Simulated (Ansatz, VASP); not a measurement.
# Au: VASP beside Ansatz

```
Au
1.0
    -1.65727    1.65727    1.65727
     1.65727   -1.65727    1.65727
     1.65727    1.65727   -1.65727
Au
1
Direct
  0.00000 0.00000 0.00000
```

Alike in both runs: task relaxation of cell and atoms; functional r2SCAN; k mesh 8 × 8 × 8; occupations gaussian, width 0.1 eV; no spin polarisation.

```csv
,VASP,Ansatz
version,VASP 6.6.1,Ansatz 0.2.0
potentials or method,"VASP PAW PBE potentials, release 64 (Au), cutoff 600 eV","scalar-relativistic, plane waves, PAW"
valence electrons in the cell,11,19
```

|  | VASP | Ansatz | Ansatz less VASP |
| --- | --- | --- | --- |
| gap on the k mesh at the Fermi level, each at its own relaxed structure (eV) | none | none | - |
| relaxed volume (Å³/atom) | 17.64 | 17.60 | -0.043 |
| relaxed length of the cell vector where the two differ most in proportion (Å) | 2.840 | 2.838 | -0.0023 |

VASP's potentials were made for PBE, not for r2SCAN. A gap of «none» marks a metal or a gap that the smearing closes. VASP's potentials hold 11 valence electrons a cell and Ansatz's 19, so a difference there can come from the potentials and not from the codes.

Spin-orbit coupling is off throughout.
